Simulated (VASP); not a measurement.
Here is a VASP 6.6.1 calculation.

The input INCAR:

```
SYSTEM = SiO2
PREC = Accurate
ENCUT = 520
EDIFF = 1E-6
ISMEAR = 0
SIGMA = 0.05
LREAL = .FALSE.
LASPH = .TRUE.
NELM = 60
ALGO = Normal
ISIF = 2
LWAVE = .FALSE.
LCHARG = .FALSE.
GGA = CA
NBANDS = 25
```

File KPOINTS:

```
regular mesh
0
G
  6 6 8
  0 0 0
```

POSCAR

```
SiO2
1.0
    4.1801000000      0.0000000000      0.0000000000
    0.0000000000      4.1801000000      0.0000000000
    0.0000000000      0.0000000000      2.4058000000
Si O
2 4
Direct
    0.5000000000      0.5000000000      0.5000000000
    0.0000000000      0.0000000000      0.0000000000
    0.6944252994      0.6944252994      0.0000000000
    0.1944252994      0.8055747006      0.5000000000
    0.3055747006      0.3055747006      0.0000000000
    0.8055747006      0.1944252994      0.5000000000
```

Potentials or basis: VASP PAW LDA potentials, release 64 (Si, O).

The run is started by

```sh
$ cat potpaw_LDA.64/Si/POTCAR potpaw_LDA.64/O/POTCAR > POTCAR
$ mpirun -np 1 vasp_std > vasp.out
```

Q: Estimate the largest force.

A: 0.503 eV/Å.

Q: What does it give for the band gap on the k mesh?

A: 7.59 eV, direct.

Q: Estimate the pressure.

A: 46.6 GPa.

Stress tensor (GPa, compression positive):
```
 19.66   0.00   0.00
  0.00  19.66   0.00
  0.00   0.00 100.35
```

A k mesh can miss the band edges. LDA gaps usually lie below the measured ones, often by a third to a half.
